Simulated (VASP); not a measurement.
A run of VASP 6.6.1 is set up as follows.

File INCAR:

```
PREC = Accurate
ENCUT = 520
EDIFF = 1E-6
ISMEAR = 0
SIGMA = 0.15
LREAL = F
LASPH = T
NELM = 80
ALGO = Fast
ISIF = 2
LWAVE = F
LCHARG = F
GGA = PS
NBANDS = 34
```

Contents of KPOINTS:

```
Automatic mesh
0
Gamma
  12 12 12
```

File POSCAR:

```
CoW3
1.0
    4.0511572256      0.0000000000      0.0000000000
    0.0000000000      4.0511572256      0.0000000000
    0.0000000000      0.0000000000      3.9547011012
Co W
1 3
Direct
    0.0000000000      0.0000000000      0.0000000000
    0.0000000000      0.5000000000      0.5000000000
    0.5000000000      0.0000000000      0.5000000000
    0.5000000000      0.5000000000      0.0000000000
```

Potentials or basis: VASP PAW PBE potentials, release 64 (Co, W_sv).

Command:

```sh
$ cat potpaw_PBE.64/Co/POTCAR potpaw_PBE.64/W_sv/POTCAR > POTCAR
$ mpirun -np 1 vasp_std > vasp.out
```

Problem. Estimate the band gap on the k mesh.

Solution. Zero (an odd number of electrons rules out a gap without spin polarisation).

Problem. Predict the pressure.

Solution. -27.9 GPa.

Stress tensor (GPa, compression positive):
```
-27.97   0.00   0.00
  0.00 -27.97   0.00
  0.00   0.00 -27.66
```

Caveat: the cell differs from its parent crystal (strain +0.050 along x and y, +0.025 along z); the cell stands under tension; the PAW data sets were made with another functional, which shifts forces and pressure a little; spin-orbit coupling is left out, which moves the levels of the heavy elements; the run has no spin polarisation, though such a crystal can be magnetic. Spin polarisation is off, so any magnetic state and its effect on volume and gap are missing.
